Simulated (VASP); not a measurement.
# AlIn3Sb2: single point with PBE

The system is AlIn3Sb2.

```
CELL_PARAMETERS angstrom
4.18566 2.41659 2.97196
-4.18566 2.41659 2.97196
0.00000 -4.83319 2.97196
ATOMIC_POSITIONS crystal
Al 0.50000 0.50000 0.50000
In 0.00000 0.50000 0.00000
In 0.00000 0.00000 0.50000
In 0.50000 0.00000 0.00000
Sb 0.77080 0.77080 0.77080
Sb 0.22920 0.22920 0.22920
```

The cell was built from a structure type or drawn by symmetry, and may not be a known phase.

```
Program                : VASP 6.6.1
Task                   : single point
Functional             : PBE
Potentials or basis    : VASP PAW PBE potentials, release 64 (Al, In_d, Sb)
Cutoff                 : 520 eV
k mesh                 : 3 × 3 × 3
Occupations            : gaussian, width 0.1 eV
Spin                   : no spin polarisation
Dipole correction      : no
Further INCAR settings : ALGO = Normal; EDIFF = 1e-06; NBANDS = 35
```

The pressure is 17.6 GPa. The largest force is 0.180 eV/Å and the band gap on the k mesh is zero (bands 26 and 27 overlap by 0.22 eV).

Forces in eV/Å, atoms in the order of the input:
```
Al   0.000  0.000  0.000
In   0.000  0.000  0.000
In   0.000  0.000  0.000
In   0.000  0.000  0.000
Sb   0.000  0.000  0.180
Sb   0.000  0.000 -0.180
```

Stress tensor (GPa, compression positive):
```
20.94  0.00  0.00
 0.00 20.94  0.00
 0.00  0.00 10.79
```

Levels at points of the mesh, in eV from the Fermi level:
```tsv
k point	band 23	band 24	band 25	band 26	band 27	band 28	band 29	band 30
(0.00, 0.00, 0.00)	-3.26	-2.28	-2.03	-2.03	1.21	1.25	1.81	1.81
```

Wall time 36 s on 1 thread of Intel(R) Xeon(R) Platinum 8259CL CPU @ 2.50GHz (Skylake/Cascade Lake), on a shared host, peak memory 0.27 GiB.

Caveat: the k points lie up to 0.37 Å⁻¹ apart; semilocal functionals underestimate gaps, so a narrow gap can read as zero; spin-orbit coupling is left out, which moves the levels of the heavy elements.
